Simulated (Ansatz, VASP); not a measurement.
Cu: VASP beside Ansatz

```xyz
2
Lattice="1.2185 -3.9764 0.0000 1.2185 3.9764 0.0000 0.0000 0.0000 2.4755" Properties=species:S:1:pos:R:3 pbc="T T T"
Cu    1.2185   -2.9118    1.8566
Cu    1.2185    2.9118    0.6189
```

Alike in both runs: task single point; functional PBE; k mesh 11 × 11 × 11; occupations gaussian, width 0.05 eV; no spin polarisation.

|  | VASP | Ansatz |
| --- | --- | --- |
| version | VASP 6.6.1 | Ansatz 0.2.0 |
| potentials or method | VASP PAW PBE potentials, release 64 (Cu), cutoff 520 eV | all-electron LAPW, scalar-relativistic |

|  | VASP | Ansatz | Ansatz less VASP |
| --- | --- | --- | --- |
| gap on the k mesh at the Fermi level (eV) | none | none | - |
| pressure (GPa) | 7.0 | 6.6 | -0.48 |
| traceless stress, the component that is largest in VASP (GPa) | 0.65 | 0.60 | -0.043 |
| rms of the force components (eV/Å) | 0.029 | 0.027 | -0.0025 |

Atom by atom the forces differ by 0.003 eV/Å (rms over components). A gap of «none» marks a metal or a gap that the smearing closes. Ansatz ran all-electron here, and VASP with PAW potentials.
